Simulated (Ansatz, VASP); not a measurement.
Ge in VASP and in Ansatz

Contents of POSCAR:

```
Ge
1.0
    2.9425367010      0.0000000000      0.0000000000
   -1.4712683505      2.5483115346      0.0000000000
    0.0000000000      0.0000000000      9.2485331670
Ge
4
Direct
    1.0000000000      0.0000000000      1.0000000000
    1.0000000000      0.0000000000      0.5000000000
    0.3333333333      0.6666666667      0.2500000000
    0.6666666667      0.3333333333      0.7500000000
```

File INCAR.step1:

```
SYSTEM = Ge
PREC = Accurate
ENCUT = 520
ISMEAR = -1
SIGMA = 0.1
LREAL = .False.
LASPH = .True.
NELM = 80
NBANDS = 36
GGA = PE
ALGO = Normal
EDIFF = 1E-4
LWAVE = .True.
LCHARG = .False.
```

Contents of INCAR.step2:

```
SYSTEM = Ge
PREC = Accurate
ENCUT = 520
EDIFF = 1E-7
ISMEAR = -1
SIGMA = 0.1
LREAL = .False.
LASPH = .True.
NELM = 80
ALGO = Normal
ISIF = 2
LWAVE = .False.
LCHARG = .False.
METAGGA = R2SCAN
LMIXTAU = .True.
NBANDS = 36
ISTART = 1
```

File KPOINTS:

```
regular mesh
0
Gamma
  13 13 4
  0 0 0
```

Input for Ansatz:

```yaml
crystal:
  lattice:
    - [2.942536701, 0.0, 0.0]
    - [-1.4712683505, 2.5483115346, 0.0]
    - [0.0, 0.0, 9.248533167]
  atoms:
    - { symbol: Ge, position: [1.0, 0.0, 1.0] }
    - { symbol: Ge, position: [1.0, 0.0, 0.5] }
    - { symbol: Ge, position: [0.3333333333, 0.6666666667, 0.25] }
    - { symbol: Ge, position: [0.6666666667, 0.3333333333, 0.75] }
hamiltonian:
  xc: r2scan
  pseudopotentials:
    kind: paw
    azcp:
      Ge: "pseudopotentials/Ge.paw.azcp"
basis:
  ecutwfc: 500
  fft_grid_basis: typed
kpoints:
  mp_grid: { grid: [13, 13, 4], shift: [0, 0, 0] }
magnetization:
  spin_polarized: false
scf:
  occupations: { method: fermi_dirac, width: 0.1 }
  lower_state_search: "off"
output:
  stress: true
  write_density: true
  write_potential: true
  elf: true
  volumetric_format: npy
```

Alike in both runs: task single point; functional r2SCAN; k mesh 13 × 13 × 4; occupations fermi-dirac, width 0.1 eV; no spin polarisation.

|  | VASP | Ansatz |
| --- | --- | --- |
| version | VASP 6.6.1 | Ansatz 0.2.0 |
| potentials or method | VASP PAW PBE potentials, release 64 (Ge_d), cutoff 520 eV | plane waves (500 eV) with PAW, scalar-relativistic |
| valence electrons in the cell | 56 | 56 |

```tsv
	VASP	Ansatz	Ansatz less VASP
pressure (GPa)	6.8	7.0	+0.24
traceless stress, the component that is largest in VASP (GPa)	1.61	1.55	-0.054
```

VASP's potentials were made for PBE, not for r2SCAN.
